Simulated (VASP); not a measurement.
Set up this calculation in VASP 6.6.1, as the native input.

| Property | Result |
| --- | --- |
| Task | single point |
| Functional | PBE |
| Potentials or basis | VASP PAW PBE potentials, release 64 (Re) |
| Cutoff | 520 eV |
| k mesh | 18 × 18 × 10 |
| Occupations | fermi-dirac, width 0.05 eV |
| Spin | no spin polarisation |
| Dipole correction | no |
| Further INCAR settings | ALGO = Normal; EDIFF = 1e-06; NBANDS = 14 |

The structure of Re lies in POSCAR:

```
Re
1.0
    2.6029010724      0.0000000000      0.0000000000
   -1.3014505362      2.2541784522      0.0000000000
    0.0000000000      0.0000000000      4.1620000000
Re
2
Direct
    0.3333333333      0.6666666667      0.2500000000
    0.6666666667      0.3333333333      0.7500000000
```

One way to write it, as run:

INCAR

```
PREC = Accurate ; ENCUT = 520
EDIFF = 1E-6 ; ISMEAR = -1
SIGMA = 0.05 ; LREAL = False
LASPH = True ; NELM = 60
ALGO = Normal ; ISIF = 2
LWAVE = False ; LCHARG = False
GGA = PE ; NBANDS = 14
```

KPOINTS

```
Automatic mesh
0
Gamma
  18 18 10
```

Potentials or basis: VASP PAW PBE potentials, release 64 (Re).

Command:

```sh
$ cat potpaw_PBE.64/Re/POTCAR > POTCAR
$ mpirun -np 1 vasp_std > vasp.out
```

Results of the run:

- Pressure: 116.9 GPa
- Band gap on the k mesh: zero (bands 7 and 8 overlap by 4.62 eV)

Caveat: the cell stands under pressure; spin-orbit coupling is left out, which moves the levels of the heavy elements.

Wall time 92 s on 1 thread of Intel Xeon 8259CL, with other jobs on the host, peak memory 0.19 GiB.
